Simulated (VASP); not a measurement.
Input of a VASP 6.6.1 run:

File INCAR:

```
PREC     = Accurate       # precision mode
ENCUT    = 600            # plane-wave cutoff, eV
EDIFF    = 1E-6           # SCF threshold, eV
ISMEAR   = 0              # smearing method
SIGMA    = 0.1            # smearing width, eV
LREAL    = F              # projectors in reciprocal space
LASPH    = T              # aspherical terms in the spheres
NELM     = 100            # most SCF steps
ALGO     = Normal         # electronic algorithm
ISIF     = 3              # what is computed and relaxed
LWAVE    = F              # write WAVECAR
LCHARG   = F              # write CHGCAR
GGA      = PE             # functional
IBRION   = 2              # ionic algorithm
NSW      = 100            # ionic steps
EDIFFG   = -0.01          # ionic threshold
```

KPOINTS

```
Automatic mesh
0
Gamma
  8 8 8
```

Contents of POSCAR:

```
SnBiF3
1.0
    4.6775279084      0.0000000000      0.0000000000
    0.0000000000      4.6775279084      0.0000000000
    0.0000000000      0.0000000000      4.6775279084
Sn Bi F
1 1 3
Direct
    0.0000000000      0.0000000000      0.0000000000
    0.5000000000      0.5000000000      0.5000000000
    0.5000000000      0.0000000000      0.0000000000
    0.0000000000      0.5000000000      0.0000000000
    0.0000000000      0.0000000000      0.5000000000
```

Potentials or basis: VASP PAW PBE potentials, release 64 (Sn_d, Bi_d, F).

Run with:

```bash
$ cat potpaw_PBE.64/Sn_d/POTCAR potpaw_PBE.64/Bi_d/POTCAR potpaw_PBE.64/F/POTCAR > POTCAR
$ mpirun -np 1 vasp_std > vasp.out
```

Problem. What does it give for the band gap on the k mesh?

Solution. Zero (band 25 reaches 5.09 eV, above the bottom of band 26 at 3.85 eV).

Problem. Predict the relaxed cell.

Solution. a = 4.662 Å, b = 4.662 Å, c = 4.662 Å, α = 90.00°, β = 90.00°, γ = 90.00°.

Problem. Predict the space group after relaxing (to 0.05 Å).

Solution. Pm-3m (No. 221).

Problem. Predict the relaxed volume.

Solution. 20.27 Å³/atom.

The path:
```tsv
step	energy change (eV)	largest force (eV/Å)	pressure (GPa)	volume (Å³)
1	0.0000	0.0000	-0.42	102.34
2	-0.0013	0.0000	-0.09	101.55
3	-0.0013	0.0000	-0.01	101.36
```

Caveat: spin-orbit coupling is left out, which moves the levels of the heavy elements.
